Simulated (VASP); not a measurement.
**Be: single point with PBE+D3(BJ)**

Crystal: Be.

```
CELL_PARAMETERS angstrom
2.23704 0.00000 0.00000
-1.11852 1.93733 0.00000
0.00000 0.00000 3.53184
ATOMIC_POSITIONS crystal
Be 0.33333 0.66667 0.25000
Be 0.66667 0.33333 0.75000
```

```yaml
Program: VASP 6.6.1
Task: single point
Functional: PBE
Dispersion: D3(BJ)
Potentials_or_basis: VASP PAW PBE potentials, release 64 (Be)
Cutoff: 520 eV
k_mesh: 21 × 21 × 12
Occupations: gaussian, width 0.1 eV
Spin: no spin polarisation
Dipole_correction: no
Further_INCAR_settings: ALGO = Normal; EDIFF = 1e-07; NBANDS = 9
```

```json
{
 "Pressure": "-3.6 GPa",
 "Band gap on the k mesh": "zero (bands 2 and 3 overlap by 2.12 eV)",
 "Dispersion energy per atom": "-0.367 eV"
}
```

Levels at points of the mesh, in eV from the Fermi level:
```
           k point  band 1  band 2  band 3  band 4  band 5  band 6  band 7
(0.00, 0.00, 0.00)  -11.58   -4.63    1.13   16.42   16.42   19.32   19.32
(0.00, 0.00, 0.50)   -9.39   -9.39   10.86   10.86   18.11   18.11   18.11
```

Run time: 15 s on 1 thread of Intel(R) Xeon(R) 6975P-C (Granite Rapids), on a shared host, peak memory 0.16 GiB.

Caveat: the cell stands under tension.
